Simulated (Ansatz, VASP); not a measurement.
**TiAl: VASP beside Ansatz**

Contents of INCAR:

```
ALGO = Normal
EDIFF = 1E-7
EDIFFG = -0.01
ENCUT = 600
GGA = PS
IBRION = 2
ISIF = 3
ISMEAR = 0
LASPH = True
LCHARG = False
LREAL = False
LWAVE = False
NELM = 100
NSW = 80
PREC = Accurate
SIGMA = 0.1
```

File KPOINTS:

```
k-points
0
Gamma
  14 14 14
```

File POSCAR:

```
TiAl
1.0
    3.1550827847      0.0000000000      0.0000000000
    0.0000000000      3.1550827847      0.0000000000
    0.0000000000      0.0000000000      3.1550827847
Ti Al
1 1
Direct
    0.5000000000      0.5000000000      0.5000000000
    0.0000000000      0.0000000000      0.0000000000
```

Input for Ansatz:

```yaml
crystal:
  lattice:
    - [3.1550827847, 0.0, 0.0]
    - [0.0, 3.1550827847, 0.0]
    - [0.0, 0.0, 3.1550827847]
  atoms:
    - { symbol: Ti, position: [0.5, 0.5, 0.5] }
    - { symbol: Al, position: [0.0, 0.0, 0.0] }
basis:
  ecutwfc: 420
kpoints:
  mp_grid: { grid: [14, 14, 14] }
hamiltonian:
  xc: pbesol
scf:
  occupations: { method: gaussian, width: 0.1 }
output:
  forces: true
  stress: true
  eigenvalues: true
relax:
  adjacent_minimum: "off"
  f_tol: 0.01
  max_steps: 60
  cell: { stress_tol: 0.1 }
```

Alike in both runs: task relaxation of cell and atoms; functional PBEsol; k mesh 14 × 14 × 14; occupations gaussian, width 0.1 eV; no spin polarisation.

|  | VASP | Ansatz |
| --- | --- | --- |
| version | VASP 6.6.1 | Ansatz 0.2.0 |
| potentials or method | VASP PAW PBE potentials, release 64 (Ti_sv, Al), cutoff 600 eV | scalar-relativistic, plane waves, PAW |
| valence electrons in the cell | 15 | 15 |

```tsv
	VASP	Ansatz	Ansatz less VASP
gap on the k mesh at the Fermi level, each at its own relaxed structure (eV)	none	none	-
relaxed volume (Å³/atom)	15.72	15.72	0.000
relaxed length of the cell vector where the two differ most in proportion (Å)	3.156	3.156	0.0000
```

VASP's potentials were made for PBE, not for PBEsol. A gap of «none» marks a metal or a gap that the smearing closes.
